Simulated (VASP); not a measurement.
Crystal: ZrSc3F2.

```
Zr Sc F
1.0
     3.01923    0.00000    0.00000
     0.00000    5.20619    0.00000
     0.00000    0.00000    8.20590
Zr Sc F
1 3 2
Cartesian
  1.5096 0.0000 0.0000
  0.0000 0.0000 2.6772
  0.0000 0.0000 5.5287
  0.0000 2.6031 0.0000
  1.5096 4.0480 4.1030
  1.5096 1.1582 4.1030
```

The cell was built from a structure type or drawn by symmetry, and may not be a known phase.

* Program: VASP 6.6.1
* Task: relaxation of cell and atoms
* Functional: PBE
* Potentials or basis: VASP PAW PBE potentials, release 64 (Zr_sv, Sc_sv, F)
* Cutoff: 600 eV
* k mesh: 6 × 4 × 2
* Occupations: gaussian, width 0.1 eV
* Spin: no spin polarisation

At the start: pressure -0.4 GPa; volume 21.50 Å³/atom.

Q: How do energy, volume and symmetry change on relaxing?

A: Over 6 steps the energy falls by 2.6 meV/atom and the volume is 21.44 Å³/atom (-0.3 %); space group Pmmm (No. 47, to 0.1 Å) before and after.

Step by step:
```
step  energy change (eV)  largest force (eV/Å)  pressure (GPa)  volume (Å³)
   1              0.0000                0.1409           -0.43       128.99
   2             -0.0123                0.0767            0.13       127.89
   3             -0.0133                0.0484            0.36       127.46
   4             -0.0150                0.0669            0.05       128.26
   5             -0.0150                0.0746           -0.02       128.44
   6             -0.0157                0.0346           -0.01       128.62
```

Final structure:
```
Zr Sc F
1.0
     2.96996    0.00000    0.00000
     0.00000    5.25202    0.00000
     0.00000    0.00000    8.24556
Zr Sc F
1 3 2
Direct
  0.50000 0.00000 0.00000
  0.00000 0.00000 0.32457
  0.00000 0.00000 0.67543
  0.00000 0.50000 0.00000
  0.50000 0.77930 0.50000
  0.50000 0.22070 0.50000
```

Caveat: the k points lie up to 0.38 Å⁻¹ apart in the final cell, too coarse for converged energies and pressures of a metal; an odd number of electrons without spin polarisation forces a metal; a magnetic or distorted state may lie lower.
